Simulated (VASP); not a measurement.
# WS (Pm-3m) in VASP: settings compared, part 2 of 2

VASP 6.6.1.

**4. Single point, PBEsol-based global hybrid**

POSCAR reads:

```
WS
1.0
    3.0078900000      0.0000000000      0.0000000000
    0.0000000000      3.0078900000      0.0000000000
    0.0000000000      0.0000000000      3.0078900000
W S
1 1
Direct
    0.5000000000      0.5000000000      0.5000000000
    0.0000000000      0.0000000000      0.0000000000
```

INCAR.step1 reads:

```
SYSTEM = WS
ALGO = Normal
EDIFF = 1E-5
ENCUT = 520
GGA = PE
ISIF = 2
ISMEAR = -1
LASPH = .True.
LCHARG = .False.
LREAL = .False.
LWAVE = .True.
NBANDS = 17
NELM = 80
PREC = Accurate
SIGMA = 0.05
```

INCAR.step2 reads:

```
SYSTEM = WS
AEXX = 0.25
ALGO = Normal
EDIFF = 1E-6
ENCUT = 520
GGA = PS
ISIF = 2
ISMEAR = -1
ISTART = 1
LASPH = .True.
LCHARG = .False.
LHFCALC = .True.
LREAL = .False.
LWAVE = .False.
NBANDS = 17
NELM = 80
PREC = Accurate
PRECFOCK = Normal
SIGMA = 0.05
```

KPOINTS reads:

```
k-points
0
Gamma
  5 5 5
  0 0 0
```

Potentials or basis: VASP PAW PBE potentials, release 64 (W_sv, S).

On the command line:

```sh
> cat potpaw_PBE.64/W_sv/POTCAR potpaw_PBE.64/S/POTCAR > POTCAR
> cp INCAR.step1 INCAR
> mpirun -np 1 vasp_std > vasp.out
> cp INCAR.step2 INCAR
> mpirun -np 1 vasp_std > vasp.out
```

OUTCAR:

```text
SYSTEM = WS
   AEXX = 0.25
   EDIFF = 1E-6
   ENCUT = 520
   GGA = PS
   ISIF = 2
   ISMEAR = -1
   ISTART = 1
   LASPH = .True.
   LHFCALC = .True.
   LREAL = .False.
   NELM = 80
   PREC = Accurate
   PRECFOCK = Normal

 ion  position               nearest neighbor table
   1  0.500  0.500  0.500-   2 2.60   2 2.60   2 2.60   2 2.60   2 2.60   2 2.60   2 2.60   2 2.60

   2  0.000  0.000  0.000-   1 2.60   1 2.60   1 2.60   1 2.60   1 2.60   1 2.60   1 2.60   1 2.60

  LATTYP: Found a simple cubic cell.
 ALAT       =     3.0078900000

  Lattice vectors:

 A1 = (   3.0078900000,   0.0000000000,   0.0000000000)
 A2 = (   0.0000000000,   3.0078900000,   0.0000000000)
 A3 = (   0.0000000000,   0.0000000000,   3.0078900000)

Analysis of symmetry for initial positions (statically):
=====================================================================
 Subroutine PRICEL returns:
 Original cell was already a primitive cell.

 Routine SETGRP: Setting up the symmetry group for a
 simple cubic supercell.

 Subroutine GETGRP returns: Found 48 space group operations
 (whereof 48 operations were pure point group operations)
[... 154 lines left out ...]

  energy without entropy =      -22.21584745  energy(sigma->0) =      -22.21863015

 E-fermi :  12.9764     XC(G=0): -10.4746

 val. band max:       12.5586260742   @ k =   0.2000   0.2000   0.0000
 cond. band min:      13.0963510091   @ k =   0.4000   0.2000   0.0000
 fundamental gap:      0.5377249349
 Fermi energy:        12.9763852378

 k-point     1 :       0.0000    0.0000    0.0000
  band No.  band energies     occupation
      1     -66.5876      2.00000
      2     -29.1910      2.00000
      3     -29.1910      2.00000
      4     -29.1910      2.00000
      5      -7.6068      2.00000
      6       6.6892      2.00000
[... 177 lines left out ...]
      4     -29.5214      2.00000
      5      -3.3722      2.00000
      6       2.4598      2.00000
[... 9 lines left out ...]
     16      20.4600      0.00000
     17      26.3148      0.00000

------------------------ aborting loop because EDIFF is reached ----------------------------------------

  FORCE on cell =-STRESS in cart. coord.  units (eV):
  Direction    XX          YY          ZZ          XY          YZ          ZX
  --------------------------------------------------------------------------------------
  -------------------------------------------------------------------------------------
  Total       -2.3776516     -2.3776516     -2.3776516      0.0000000      0.0000000     -0.0000000
  in kB     -139.9822415   -139.9822415   -139.9822415      0.0000000      0.0000000     -0.0000000
  external PRESSURE =    -139.9822415 kB  Pullay stress =       0.0000000 kB

 VOLUME and BASIS-vectors are now :
 -----------------------------------------------------------------------------
  energy-cutoff  :      520.00
  volume of cell :       27.21
      direct lattice vectors                 reciprocal lattice vectors
     3.007890000  0.000000000  0.000000000     0.332458966  0.000000000  0.000000000
     0.000000000  3.007890000  0.000000000     0.000000000  0.332458966  0.000000000
     0.000000000  0.000000000  3.007890000     0.000000000  0.000000000  0.332458966

 POSITION                                       TOTAL-FORCE (eV/Angst)
 -----------------------------------------------------------------------------------
      1.50395      1.50395      1.50395         0.000000      0.000000      0.000000
      0.00000      0.00000      0.00000         0.000000      0.000000      0.000000
 -----------------------------------------------------------------------------------
    total drift:                                0.000000      0.000000      0.000000

  FREE ENERGIE OF THE ION-ELECTRON SYSTEM (eV)
  ---------------------------------------------------
  free  energy   TOTEN  =       -22.2214128488 eV

  energy  without entropy=      -22.2158474549  energy(sigma->0) =      -22.21863015
```

It took 13 min on 1 thread of Intel Xeon Platinum 8259CL at 2.50GHz (Skylake/Cascade Lake), shared host; peak memory 0.15 GiB.

What came out:

```
Free energy            : -22.2214 eV
Pressure               : -14.0 GPa
Band gap on the k mesh : zero (band 10 reaches 14.72 eV, above the bottom of band 11 at 11.69 eV)
```

Levels at points of the mesh, in eV from the Fermi level:
```tsv
k point	band 8	band 9	band 10	band 11	band 12	band 13
(0.00, 0.00, 0.00)	-4.30	-4.30	-4.30	1.33	1.33	1.33
```

Caveat: the k points lie up to 0.42 Å⁻¹ apart; the PAW data sets were made with another functional, which shifts forces and pressure a little; spin-orbit coupling is left out, which moves the levels of the heavy elements.

**5. Single point, HSE06**

POSCAR is that of step 4.

INCAR.step1 reads:

```
SYSTEM = WS
ALGO     = Normal         ! electronic algorithm
EDIFF    = 1E-5           ! SCF threshold, eV
ENCUT    = 520            ! plane-wave cutoff, eV
GGA      = PE             ! functional
ISIF     = 2              ! what is computed and relaxed
ISMEAR   = -1             ! smearing method
LASPH    = .True.         ! aspherical terms in the spheres
LCHARG   = .False.        ! write CHGCAR
LREAL    = .False.        ! projectors in reciprocal space
LWAVE    = .True.         ! write WAVECAR
NBANDS   = 17             ! bands
NELM     = 60             ! most SCF steps
PREC     = Accurate       ! precision mode
SIGMA    = 0.05           ! smearing width, eV
```

INCAR.step2 reads:

```
SYSTEM = WS
ALGO     = Normal         ! electronic algorithm
EDIFF    = 1E-6           ! SCF threshold, eV
ENCUT    = 520            ! plane-wave cutoff, eV
GGA      = PE             ! functional
HFSCREEN = 0.2079         ! screening, 1/A
ISIF     = 2              ! what is computed and relaxed
ISMEAR   = -1             ! smearing method
ISTART   = 1            
LASPH    = .True.         ! aspherical terms in the spheres
LCHARG   = .False.        ! write CHGCAR
LHFCALC  = .True.         ! exact exchange
LREAL    = .False.        ! projectors in reciprocal space
LWAVE    = .False.        ! write WAVECAR
NBANDS   = 17             ! bands
NELM     = 60             ! most SCF steps
PREC     = Accurate       ! precision mode
PRECFOCK = Normal       
SIGMA    = 0.05           ! smearing width, eV
```

KPOINTS is that of step 4.

On the command line:

```sh
> cat potpaw_PBE.64/W_sv/POTCAR potpaw_PBE.64/S/POTCAR > POTCAR
> cp INCAR.step1 INCAR
> mpirun -np 1 vasp_std > vasp.out
> cp INCAR.step2 INCAR
> mpirun -np 1 vasp_std > vasp.out
```

Run time: 24 min. Hardware: 1 thread of Intel Xeon Platinum 8259CL at 2.50GHz (Skylake/Cascade Lake), shared host; peak memory 0.25 GiB.

The run converged. Its results:

| Item | Value |
| --- | --- |
| Free energy | -19.5593 eV |
| Pressure | -8.4 GPa |
| Band gap on the k mesh | zero (band 10 reaches 14.45 eV, above the bottom of band 11 at 12.12 eV) |

Levels at points of the mesh, in eV from the Fermi level:
```tsv
k point	band 7	band 8	band 9	band 10	band 11	band 12	band 13	band 14
(0.00, 0.00, 0.00)	-5.71	-3.79	-3.79	-3.79	1.17	1.17	1.17	2.66
```

Caveat: the k points lie up to 0.42 Å⁻¹ apart; the PAW data sets were made with another functional, which shifts forces and pressure a little; spin-orbit coupling is left out, which moves the levels of the heavy elements.

**6. Overview**

```csv
level,cell,share of exact exchange,screening parameter,gap on the mesh (eV),pressure (GPa)
r2SCANh,"a = 3.008 Å, 2 atoms",-,-,none,-5.4
PBE-based screened hybrid,"a = 2.980 Å, 2 atoms",0.25,0.3 1/Å,none,-0.5
PBEsol-based global hybrid,"a = 3.008 Å, 2 atoms",0.25,-,none,-14.0
HSE06,"a = 3.008 Å, 2 atoms",-,0.2079 1/Å,none,-8.4
```

Alike in all rows: task single point; potentials or basis VASP PAW PBE potentials, release 64 (W_sv, S); no spin polarisation; k mesh 5 × 5 × 5; cutoff (eV) 520; smearing fermi-dirac 0.05 eV.

Caveats: all runs use coarse meshes; the PAW data sets were made with another functional, which shifts forces and pressure a little; spin-orbit coupling is left out, which moves the levels of the heavy elements.

Absolute energies hang on the potentials; compare differences alone.
